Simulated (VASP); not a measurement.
Set up this calculation in VASP 6.6.1, as the native input.

```yaml
Task: single point
Functional: r2SCAN
Potentials_or_basis: VASP PAW PBE potentials, release 64 (Ti_sv)
Cutoff: 520 eV
k_mesh: 20 × 20 × 20
Occupations: gaussian, width 0.15 eV
Spin: no spin polarisation
Dipole_correction: no
Further_INCAR_settings: ALGO = Normal; EDIFF = 1e-06; NBANDS = 12
```

Crystal: Ti.

```xyz
1
Lattice="0.0000 1.8676 1.9488 1.8676 0.0000 1.9488 1.8676 1.8676 0.0000" Properties=species:S:1:pos:R:3 pbc="T T T"
Ti    0.0000    0.0000    0.0000
```

This cell differs from its parent crystal: strain -0.080 along x and y, -0.040 along z.

The input as run:

POSCAR

```
Ti
1.0
    0.0000000000      1.8676000000      1.9488000000
    1.8676000000      0.0000000000      1.9488000000
    1.8676000000      1.8676000000      0.0000000000
Ti
1
Direct
    0.0000000000      0.0000000000      0.0000000000
```

INCAR.step1

```
SYSTEM = Ti
PREC     = Accurate       ! precision mode
ENCUT    = 520            ! plane-wave cutoff, eV
ISMEAR   = 0              ! smearing method
SIGMA    = 0.15           ! smearing width, eV
LREAL    = .FALSE.        ! projectors in reciprocal space
LASPH    = .TRUE.         ! aspherical terms in the spheres
NELM     = 80             ! most SCF steps
NBANDS   = 12             ! bands
GGA      = PE             ! functional
ALGO     = Normal         ! electronic algorithm
EDIFF    = 1E-4           ! SCF threshold, eV
LWAVE    = .TRUE.         ! write WAVECAR
LCHARG   = .FALSE.        ! write CHGCAR
```

INCAR.step2

```
SYSTEM = Ti
PREC     = Accurate       ! precision mode
ENCUT    = 520            ! plane-wave cutoff, eV
EDIFF    = 1E-6           ! SCF threshold, eV
ISMEAR   = 0              ! smearing method
SIGMA    = 0.15           ! smearing width, eV
LREAL    = .FALSE.        ! projectors in reciprocal space
LASPH    = .TRUE.         ! aspherical terms in the spheres
NELM     = 80             ! most SCF steps
ALGO     = Normal         ! electronic algorithm
ISIF     = 2              ! what is computed and relaxed
LWAVE    = .FALSE.        ! write WAVECAR
LCHARG   = .TRUE.         ! write CHGCAR
METAGGA  = R2SCAN         ! meta-GGA
LMIXTAU  = .TRUE.       
LELF     = .TRUE.         ! ELF
LVHAR    = .TRUE.       
NBANDS   = 12             ! bands
ISTART   = 1
```

KPOINTS

```
regular mesh
0
G
  20 20 20
  0 0 0
```

Potentials or basis: VASP PAW PBE potentials, release 64 (Ti_sv).

Run with:

```sh
$ cat potpaw_PBE.64/Ti_sv/POTCAR > POTCAR
$ cp INCAR.step1 INCAR
$ mpirun -np 1 vasp_std > vasp.out
$ cp INCAR.step2 INCAR
$ mpirun -np 1 vasp_std > vasp.out
```

It gave:

```yaml
Pressure: 40.8 GPa
Band_gap_on_the_k_mesh: zero (band 6 reaches 12.13 eV, above the bottom of band 7 at 10.46 eV)
```

Caveat: the cell differs from its parent crystal (strain -0.080 along x and y, -0.040 along z); the PAW data sets were made with another functional, which shifts forces and pressure a little.

Run time: 2.5 min on 1 thread of Intel(R) Xeon(R) 6975P-C (Granite Rapids), on a shared host, peak memory 0.22 GiB.
